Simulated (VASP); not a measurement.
LiF, 4 atoms in the cell. Symmetry: P6_3mc, No. 186, hexagonal system. Conventional cell: a = 3.098 Å, b = 3.098 Å, c = 4.458 Å, α = 90.00°, β = 90.00°, γ = 120.00°. Li (site symmetry 3m) has 4 F at 1.83 to 1.84 Å within 2.4 Å. Within 2.4 Å of F (site symmetry 3m) lie 4 Li at 1.83 to 1.84 Å.  This cell differs from its parent crystal: atoms shifted along a free coordinate, c/a of the conventional cell at fixed volume 1.4392.

| Property | Result |
| --- | --- |
| Program | VASP 6.6.1 |
| Task | single point |
| Functional | LDA |
| Potentials or basis | VASP PAW LDA potentials, release 64 (Li_sv, F) |
| Cutoff | 520 eV |
| k mesh | 9 × 9 × 6 |
| Occupations | gaussian, width 0.05 eV |
| Spin | no spin polarisation |
| Dipole correction | no |
| Further INCAR settings | ALGO = Normal; EDIFF = 1e-07; NBANDS = 18 |

Potentials or basis: VASP PAW LDA potentials, release 64 (Li_sv, F).

Command:

```bash
$ cat potpaw_LDA.64/Li_sv/POTCAR potpaw_LDA.64/F/POTCAR > POTCAR
$ mpirun -np 1 vasp_std > vasp.out
```

Hardware: 1 thread of AMD EPYC 7R13 Processor (Zen 3), with other jobs on the host.

Q: How long does it take, and how much memory?

A: Wall time 25 s on 1 thread of AMD EPYC 7R13 Processor (Zen 3) (shared host), peak memory 0.11 GiB. Counts: scf iterations 13, k points 48.
